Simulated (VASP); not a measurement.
# N (Fm-3m) in VASP: single point with PBEsol

Aim: the single point of N with PBEsol.

All numbers are computed with VASP 6.6.1; they aren't measurements. Logs are shortened: lines on timing, memory, paths and dates and some standing lists are left out, and cuts for length are marked.

## 1. The cell of the first run

It takes space group Fm-3m (No. 225, cubic). Conventional cell: a = 4.600 Å, b = 4.600 Å, c = 4.600 Å, α = 90.00°, β = 90.00°, γ = 90.00°. N (site symmetry m-3m) has 12 N at 3.25 Å within 4.3 Å.

## 2. Single point, PBEsol

INCAR reads:

```
PREC     = Accurate       # precision mode
ENCUT    = 600            # plane-wave cutoff, eV
EDIFF    = 1E-6           # SCF threshold, eV
ISMEAR   = 1              # smearing method
SIGMA    = 0.1            # smearing width, eV
LREAL    = False          # projectors in reciprocal space
LASPH    = True           # aspherical terms in the spheres
NELM     = 120            # most SCF steps
ALGO     = Normal         # electronic algorithm
ISIF     = 2              # what is computed and relaxed
LWAVE    = False          # write WAVECAR
LCHARG   = False          # write CHGCAR
GGA      = PS             # functional
NBANDS   = 8              # bands
GGA_COMPAT= False
```

KPOINTS reads:

```
Automatic mesh
0
Gamma
  9 9 9
```

POSCAR reads:

```
N
1.0
    0.0000000000      2.3000000000      2.3000000000
    2.3000000000      0.0000000000      2.3000000000
    2.3000000000      2.3000000000      0.0000000000
N
1
Direct
    0.0000000000      0.0000000000      0.0000000000
```

Potentials or basis: VASP PAW PBE potentials, release 64 (N).

Started as:

```sh
$ cat potpaw_PBE.64/N/POTCAR > POTCAR
$ mpirun -np 1 vasp_std > vasp.out
```

OUTCAR:

```text
PREC = Accurate
   ENCUT = 600
   EDIFF = 1E-6
   ISMEAR = 1
   LREAL = False
   LASPH = True
   NELM = 120
   ISIF = 2
   GGA = PS

 ion  position               nearest neighbor table
   1  0.000  0.000  0.000-

  LATTYP: Found a face centered cubic cell.
 ALAT       =     4.6000000000

  Lattice vectors:

 A1 = (   0.0000000000,   2.3000000000,   2.3000000000)
 A2 = (   2.3000000000,   0.0000000000,   2.3000000000)
 A3 = (   2.3000000000,   2.3000000000,   0.0000000000)

Analysis of symmetry for initial positions (statically):
=====================================================================
 Subroutine PRICEL returns:
 Original cell was already a primitive cell.

 Routine SETGRP: Setting up the symmetry group for a
 face centered cubic supercell.

 Subroutine GETGRP returns: Found 48 space group operations
 (whereof 48 operations were pure point group operations)
 out of a pool of 48 trial point group operations.

The static configuration has the point symmetry O_h .

Analysis of symmetry for dynamics (positions and initial velocities):
=====================================================================
 Subroutine PRICEL returns:
 Original cell was already a primitive cell.

 Routine SETGRP: Setting up the symmetry group for a
 face centered cubic supercell.

 Subroutine GETGRP returns: Found 48 space group operations
 (whereof 48 operations were pure point group operations)
 out of a pool of 48 trial point group operations.

The dynamic configuration has the point symmetry O_h .

 Subroutine INISYM returns: Found 48 space group operations
 (whereof 48 operations are pure point group operations),
 and found     1 'primitive' translations

----------------------------------------------------------------------------------------

                                     Primitive cell

  volume of cell :      24.3340

  direct lattice vectors                    reciprocal lattice vectors
     0.000000000  2.300000000  2.300000000    -0.217391304  0.217391304  0.217391304
     2.300000000  0.000000000  2.300000000     0.217391304 -0.217391304  0.217391304
     2.300000000  2.300000000  0.000000000     0.217391304  0.217391304 -0.217391304

  length of vectors
     3.252691193  3.252691193  3.252691193     0.376532784  0.376532784  0.376532784

  position of ions in fractional coordinates (direct lattice)
     0.000000000  0.000000000  0.000000000

  ion indices of the primitive-cell ions
   primitive index   ion index
                 1           1

----------------------------------------------------------------------------------------

 KPOINTS: Automatic mesh

Automatic generation of k-mesh.
 Grid dimensions read from file:
 generate k-points for:    9    9    9

 Generating k-lattice:

  Cartesian coordinates                     Fractional coordinates (reciprocal lattice)
    -0.024154589  0.024154589  0.024154589     0.111111111  0.000000000  0.000000000
     0.024154589 -0.024154589  0.024154589     0.000000000  0.111111111  0.000000000
     0.024154589  0.024154589 -0.024154589     0.000000000  0.000000000  0.111111111

  Length of vectors
     0.041836976  0.041836976  0.041836976

  Shift w.r.t. Gamma in fractional coordinates (k-lattice)
     0.000000000  0.000000000  0.000000000

 Subroutine IBZKPT returns following result:
 ===========================================

 Found     35 irreducible k-points:

 Following reciprocal coordinates:
            Coordinates               Weight
  0.000000  0.000000  0.000000      1.000000
  0.111111  0.000000  0.000000      8.000000
  0.222222  0.000000  0.000000      8.000000
  0.333333  0.000000  0.000000      8.000000
  0.444444  0.000000  0.000000      8.000000
  0.111111  0.111111  0.000000      6.000000
[... 16 lines left out ...]
 -0.333333  0.333333  0.000000     12.000000
  0.444444  0.444444  0.000000      6.000000
 [... further k-points ...]
   k-points           NKPTS =     35   k-points in BZ     NKDIM =     35   number of bands    NBANDS=      8
   number of dos      NEDOS =    301   number of ions     NIONS =      1
   total plane-waves  NPLWV =  21952
   dimension x,y,z NGX =    28 NGY =   28 NGZ =   28
   dimension x,y,z NGXF=    56 NGYF=   56 NGZF=   56
   ions per type =               1
   NGX,Y,Z   is equivalent  to a cutoff of  14.31, 14.31, 14.31 a.u.
   NGXF,Y,Z  is equivalent  to a cutoff of  28.62, 28.62, 28.62 a.u.
 SYSTEM =  unknown system
   PREC   = accura    normal or accurate (medium, high low for compatibility)
   ISTART =      0    job   : 0-new  1-cont  2-samecut
   ICHARG =      2    charge: 1-file 2-atom 10-const
   ISPIN  =      1    spin polarized calculation?
   LNONCOLLINEAR =      F non collinear calculations
   LSORBIT =      F    spin-orbit coupling
   LASPH  =      T    aspherical Exc in radial PAW
   ENCUT  =  600.0 eV  44.10 Ry    6.64 a.u.   6.50  6.50  6.50*2*pi/ulx,y,z
   NELM   =    120;   NELMIN=  2; NELMDL= -5     # of ELM steps
   EDIFF  = 0.1E-05   stopping-criterion for ELM
   LREAL  =      F    real-space projection
   EDIFFG = 0.1E-04   stopping-criterion for IOM
   NSW    =      0    number of steps for IOM
   IBRION =     -1    ionic relax: 0-MD 1-quasi-New 2-CG
   NFREE  =      0    steps in history (QN), initial steepest desc. (CG)
   ISIF   =      2    stress and relaxation
   ISYM   =      2    0-nonsym 1-usesym 2-fastsym
   POTIM  = 0.5000    time-step for ionic-motion
   TEBEG  =    0.0;   TEEND  =   0.0 temperature during run
   PSTRESS=    0.0 pullay stress
   NELECT =       5.0000    total number of electrons
   NUPDOWN=      -1.0000    fix difference up-down
   EMIN   =  10.00;   EMAX   =-10.00  energy-range for DOS
   EFERMI =   0.00;   METHOD = LEGACY
   ISMEAR =     1;   SIGMA  =   0.10  broadening in eV -4-tet -1-fermi 0-gaus
   EFERMI_NEDOS =   21; number of points for ismear=-14 and -15
   IALGO  =     38    algorithm
   IMIX   =      4    mixing-type and parameters
     AMIX     =   0.40;   BMIX     =  1.00
     AMIX_MAG =   1.60;   BMIX_MAG =  1.00
  volume/ion in A,a.u.               =      24.33       164.21
  Fermi-wavevector in a.u.,A,eV,Ry     =   0.966037  1.825545 12.697325  0.933227
  Thomas-Fermi vector in A             =   2.095804
   LORBIT       =      0    0 simple, 1 ext, 2 COOP (PROOUT), +10 PAW based schemes
   GGA     = PS    functional components
   LHFCALC =     F    Hartree Fock is set to
   AEXX    =    0.0000 exact exchange contribution
   IVDW    =     0    specifies the selected vdW correction
   LEPSILON=     F    determine dielectric tensor
   LRPA    =     F    only Hartree local field effects (RPA)
 non-spin polarized calculation
 Methfessel and Paxton  Order N= 1 SIGMA  =   0.10
  energy-cutoff  :      600.00
  volume of cell :       24.33
 maximum number of plane-waves:       869
 NGX is ok and might be reduce to    28
   NGX = 13   NGY = 13   NGZ = 13

 number of electron       5.0000000 magnetization

 Free energy of the ion-electron system (eV)
  ---------------------------------------------------
  ext. energy  EPLUGINS =         0.00000000
  ---------------------------------------------------
  free energy    TOTEN  =        -1.58235695 eV

  energy without entropy =       -1.57860342  energy(sigma->0) =       -1.58110577

 E-fermi :  -3.8532     XC(G=0):  -7.3881

 val. band max:       -3.8635250396   @ k =   0.4444   0.3333   0.0000
 cond. band min:      -3.8498737758   @ k =  -0.4444   0.4444   0.1111
 fundamental gap:      0.0136512638
 Fermi energy:        -3.8531803182

 k-point     1 :       0.0000    0.0000    0.0000
  band No.  band energies     occupation
      1     -16.2871      2.00000
      2      -3.1287     -0.00000
      3      -3.1287     -0.00000
      4      -3.1287     -0.00000
      5       4.2254      0.00000
      6      16.4607      0.00000
      7      16.4607      0.00000
      8      16.4607      0.00000

 k-point     2 :       0.1111    0.0000    0.0000
  band No.  band energies     occupation
      1     -16.2072      2.00000
      2      -3.4516     -0.00000
      3      -3.1553     -0.00000
      4      -3.1553     -0.00000
      5       4.6209      0.00000
      6      14.6730      0.00000
      7      16.5668      0.00000
      8      16.5668      0.00000

 k-point     3 :       0.2222    0.0000    0.0000
  band No.  band energies     occupation
      1     -15.9956      2.00000
      2      -4.1964      2.00001
      3      -3.2219     -0.00000
      4      -3.2219     -0.00000
      5       5.5884      0.00000
      6      12.5263      0.00000
      7      16.4398      0.00000
      8      16.4398      0.00000

 k-point     4 :       0.3333    0.0000    0.0000
  band No.  band energies     occupation
      1     -15.7359      2.00000
      2      -4.9666      2.00000
      3      -3.2958     -0.00000
      4      -3.2958     -0.00000
      5       6.7648      0.00000
      6      10.7790      0.00000
      7      15.8370      0.00000
      8      15.8370      0.00000

 k-point     5 :       0.4444    0.0000    0.0000
  band No.  band energies     occupation
      1     -15.5531      2.00000
      2      -5.4451      2.00000
      3      -3.3426     -0.00000
      4      -3.3426     -0.00000
      5       7.8927      0.00000
      6       9.4392      0.00000
      7      15.3991      0.00000
      8      15.3991      0.00000

 k-point     6 :       0.1111    0.1111    0.0000
  band No.  band energies     occupation
      1     -16.1808      2.00000
      2      -3.4535     -0.00000
      3      -3.2143     -0.00000
      4      -3.2143     -0.00000
      5       4.7442      0.00000
      6      14.5781      0.00000
      7      16.3975      0.00000
      8      16.3975      0.00000

 k-point     7 :       0.2222    0.1111    0.0000
  band No.  band energies     occupation
      1     -16.0134      2.00000
      2      -3.9993      2.05864
      3      -3.3050     -0.00000
      4      -3.2747     -0.00000
      5       5.4985      0.00000
      6      13.0045      0.00000
      7      15.5943      0.00000
      8      16.3389      0.00000
[... 133 lines left out ...]
 k-point    20 :       0.3333    0.3333    0.0000
  band No.  band energies     occupation
      1     -15.5622      2.00000
      2      -4.7979      2.00000
      3      -3.6600     -0.01982
      4      -3.6600     -0.01982
      5       7.0486      0.00000
      6      11.1996      0.00000
      7      12.0222      0.00000
      8      16.7160      0.00000

 k-point    21 :       0.4444    0.3333    0.0000
  band No.  band energies     occupation
      1     -15.4117      2.00000
      2      -5.0095      2.00000
      3      -3.8635      1.17406
      4      -3.7198     -0.06777
      5       7.5627      0.00000
      6      10.7132      0.00000
      7      11.3754      0.00000
      8      16.7368      0.00000

 k-point    22 :      -0.4444    0.3333    0.0000
  band No.  band energies     occupation
      1     -15.3249      2.00000
      2      -4.9754      2.00000
      3      -4.2611      2.00000
      4      -3.6831     -0.03705
      5       8.2421      0.00000
      6      10.2637      0.00000
      7      11.1226      0.00000
      8      16.5371      0.00000

 k-point    23 :      -0.3333    0.3333    0.0000
  band No.  band energies     occupation
      1     -15.3470      2.00000
      2      -4.7157      2.00000
      3      -4.6244      2.00000
      4      -3.5655     -0.00037
      5       8.7264      0.00000
      6      10.2029      0.00000
      7      10.8986      0.00000
      8      16.2969      0.00000

 k-point    24 :       0.4444    0.4444    0.0000
  band No.  band energies     occupation
      1     -15.3268      2.00000
      2      -5.1730      2.00000
      3      -3.8080      0.31451
      4      -3.8080      0.31450
      5       7.4915      0.00000
      6      10.5102      0.00000
      7      11.1135      0.00000
      8      17.0206      0.00000

 [... further k-points ...]
[... 5 lines left out ...]
  --------------------------------------------------------------------------------------
  -------------------------------------------------------------------------------------
  Total       -2.2756875     -2.2756875     -2.2756875      0.0000000      0.0000000      0.0000000
  in kB     -149.8337667   -149.8337667   -149.8337667      0.0000000      0.0000000      0.0000000
  external PRESSURE =    -149.8337667 kB  Pullay stress =       0.0000000 kB

 VOLUME and BASIS-vectors are now :
 -----------------------------------------------------------------------------
  energy-cutoff  :      600.00
  volume of cell :       24.33
      direct lattice vectors                 reciprocal lattice vectors
     0.000000000  2.300000000  2.300000000    -0.217391304  0.217391304  0.217391304
     2.300000000  0.000000000  2.300000000     0.217391304 -0.217391304  0.217391304
     2.300000000  2.300000000  0.000000000     0.217391304  0.217391304 -0.217391304

 POSITION                                       TOTAL-FORCE (eV/Angst)
 -----------------------------------------------------------------------------------
      0.00000      0.00000      0.00000         0.000000      0.000000      0.000000
 -----------------------------------------------------------------------------------
    total drift:                               -0.000000     -0.000000     -0.000000

  FREE ENERGIE OF THE ION-ELECTRON SYSTEM (eV)
  ---------------------------------------------------
  free  energy   TOTEN  =        -1.5823569496 eV

  energy  without entropy=       -1.5786034176  energy(sigma->0) =       -1.58110577
```

Run time: 3.8 s. Hardware: 1 thread of Intel Xeon 6975P-C (Granite Rapids), shared host; peak memory 0.14 GiB.

Results:

```yaml
Free_energy: -1.5824 eV
Pressure: -15.0 GPa
```

Caveat: the PAW data sets were made with another functional, which shifts forces and pressure a little.
